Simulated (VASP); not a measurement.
Runs of VASP 6.6.1 on Mo. The structure is that of space group Im-3m (No. 229), or close to it. The cells are those of the table. 

| task | level | cell | gap on the mesh (eV) | pressure (GPa) | relaxed volume (Å³/atom) |
| --- | --- | --- | --- | --- | --- |
| relaxation of cell and atoms | revPBE+D3(BJ) | relaxed from a = 2.725 Å, angles 109.5°, 1 atom | none | 0.0 | 15.13 |
| relaxation of cell and atoms | PBE+D3(BJ) | relaxed from a = 2.725 Å, angles 109.5°, 1 atom | none | 0.0 | 15.38 |
| single point | PBE+D3(BJ) | a = 2.712 Å, angles 109.5°, 1 atom | none | 0.6 | - |
| single point | revPBE+D3(BJ) | a = 2.697 Å, angles 109.5°, 1 atom | none | (a) | - |

Alike in all rows: potentials or basis VASP PAW PBE potentials, release 64 (Mo_sv); no spin polarisation; k mesh 17 × 17 × 17; cutoff (eV) 500; smearing gaussian 0.15 eV.

Problem. Fill in the values left out.

Solution. (a) 0.7.

Caveats: pairwise dispersion overbinds metals, which lowers pressure and volume; the PAW data sets were made with another functional, which shifts forces and pressure a little (some runs).

A k mesh can miss the band edges, and the runs leave out spin-orbit coupling on Mo.

A gap of «none» marks levels without a gap at the run's occupations.
